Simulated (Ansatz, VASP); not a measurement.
# One calculation of Ni, two programs

```
Ni
1.0
     2.42184    0.00000    0.00000
     0.00000    3.42499    0.00000
     0.00000    0.00000   20.84370
Ni
5
Direct
  0.00000 0.00000 0.38381
  0.50000 0.50000 0.44190
  0.00000 0.00000 0.50000
  0.50000 0.50000 0.55810
  0.00000 0.00000 0.61619
```

Alike in both runs: task single point; functional LDA; k mesh 15 × 11 × 1; occupations fermi-dirac, width 0.1 eV; collinear spin.

|  | VASP | Ansatz |
| --- | --- | --- |
| version | VASP 6.6.1 | Ansatz 0.2.0 |
| potentials or method | VASP PAW LDA potentials, release 64 (Ni) | PAW with Ansatz's default frozen-core files, scalar-relativistic |
| plane-wave cutoff (eV) | 520 | 420 |
| valence electrons in the cell | 50 | 90 |

VASP gave:

| Property | Result |
| --- | --- |
| rms of the force components (eV/Å) | 0.371 |
| net moment per atom (μB) | 0.64 |
| size of the moment on the site where the two differ most (μB) | 0.61 |

**Question.** What did Ansatz give for the same quantities?

**Answer.** rms of the force components (eV/Å): 0.378; net moment per atom (μB): 0.67; size of the moment on the site where the two differ most (μB): 0.67.

LDA's correlation is that of Perdew and Zunger in VASP and of Perdew and Wang (1992) in Ansatz. Site moments also hang on the region over which each program counts them. Atom by atom the forces differ by 0.007 eV/Å (rms over components). VASP's potentials hold 50 valence electrons a cell and Ansatz's 90, so a difference there can come from the potentials and not from the codes.
